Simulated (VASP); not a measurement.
Write the native input for VASP 6.6.1 that does the following.

| Quantity | Value |
| --- | --- |
| Task | single point |
| Functional | RPBE |
| Potentials or basis | VASP PAW PBE potentials, release 64 (Hg) |
| Cutoff | 520 eV |
| k mesh | 8 × 8 × 8, shifted |
| Occupations | gaussian, width 0.1 eV |
| Spin | no spin polarisation |
| Dipole correction | no |
| Further INCAR settings | ALGO = Normal; EDIFF = 1e-06; NBANDS = 12; ISYM = 0 |

The structure of Hg lies in POSCAR:

```
Hg
1.0
    0.0000000000      2.3919113801      2.3919113801
    2.3919113801      0.0000000000      2.3919113801
    2.3919113801      2.3919113801      0.0000000000
Hg
1
Direct
    0.0000000000      0.0000000000      0.0000000000
```

These files were run (other wordings do the same):

INCAR

```
ALGO = Normal ; EDIFF = 1E-6
ENCUT = 520 ; GGA = RP
ISIF = 2 ; ISMEAR = 0
ISYM = 0 ; LASPH = T
LCHARG = F ; LREAL = F
LWAVE = F ; NBANDS = 12
NELM = 100 ; PREC = Accurate
SIGMA = 0.1
```

KPOINTS

```
Automatic mesh
0
Gamma
  8 8 8
  0.5 0.5 0
```

Potentials or basis: VASP PAW PBE potentials, release 64 (Hg).

The run is started by

```bash
$ cat potpaw_PBE.64/Hg/POTCAR > POTCAR
$ mpirun -np 1 vasp_std > vasp.out
```

It gave:

```
Pressure               : 3.4 GPa
Band gap on the k mesh : zero (band 6 reaches 1.72 eV, above the bottom of band 7 at 1.26 eV)
```

Caveat: the PAW data sets were made with another functional, which shifts forces and pressure a little; spin-orbit coupling is left out, which moves the levels of the heavy elements.

It took 5.7 min on 1 thread of Intel Xeon 8259CL (shared host), peak memory 0.36 GiB.
